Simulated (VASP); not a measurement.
Crystal: Si3N4.

```
CELL_PARAMETERS angstrom
7.62720 0.00000 0.00000
-3.81360 6.60535 0.00000
0.00000 0.00000 2.91820
ATOMIC_POSITIONS crystal
Si 0.18420 0.77040 0.25000
Si 0.41380 0.18420 0.75000
Si 0.22960 0.41380 0.25000
Si 0.81580 0.22960 0.75000
Si 0.58620 0.81580 0.25000
Si 0.77040 0.58620 0.75000
N 0.33333 0.66667 0.25000
N 0.66667 0.33333 0.75000
N 0.33990 0.03570 0.25000
N 0.30420 0.33990 0.75000
N 0.96430 0.30420 0.25000
N 0.66010 0.96430 0.75000
N 0.69580 0.66010 0.25000
N 0.03570 0.69580 0.75000
```

* Program: VASP 6.6.1
* Task: relaxation of the atoms
* Functional: PBE
* Potentials or basis: VASP PAW PBE potentials, release 64 (Si, N)
* Cutoff: 520 eV
* k mesh: 4 × 4 × 9
* Occupations: fermi-dirac, width 0.02 eV
* Spin: no spin polarisation

At the start: pressure 4.1 GPa; volume 10.50 Å³/atom.

Where does the relaxation end?

Over 13 steps the energy falls by 31.9 meV/atom at a fixed cell; space group P6_3/m (No. 176, to 0.1 Å) before and after.

The path:
| step | energy change (eV) | largest force (eV/Å) | pressure (GPa) |
| --- | --- | --- | --- |
| 1 | 0.0000 | 2.2489 | 4.15 |
| 2 | 0.2058 | 2.8413 | 3.34 |
| 3 | -0.3098 | 0.7568 | 3.16 |
| 4 | -0.4061 | 0.3405 | 3.06 |
| 5 | -0.4139 | 0.4533 | 3.06 |
| 6 | -0.4255 | 0.3825 | 2.99 |
| 7 | -0.4400 | 0.0717 | 2.99 |
| 8 | -0.4418 | 0.0612 | 2.94 |
| 9 | -0.4455 | 0.0722 | 2.80 |
| 10 | -0.4437 | 0.1886 | 2.51 |
| 11 | -0.4462 | 0.1100 | 2.70 |
| 12 | -0.4471 | 0.0205 | 2.66 |
| 13 | -0.4471 | 0.0199 | 2.66 |

Final structure:
```
Si N
1.0
     7.62720    0.00000    0.00000
    -3.81360    6.60535    0.00000
     0.00000    0.00000    2.91820
Si N
6 8
Direct
  0.17431 0.76830 0.25000
  0.40601 0.17431 0.75000
  0.23170 0.40601 0.25000
  0.82569 0.23170 0.75000
  0.59399 0.82569 0.25000
  0.76830 0.59399 0.75000
  0.33333 0.66667 0.25000
  0.66667 0.33333 0.75000
  0.32965 0.03025 0.25000
  0.29939 0.32965 0.75000
  0.96975 0.29939 0.25000
  0.67035 0.96975 0.75000
  0.70061 0.67035 0.25000
  0.03025 0.70061 0.75000
```
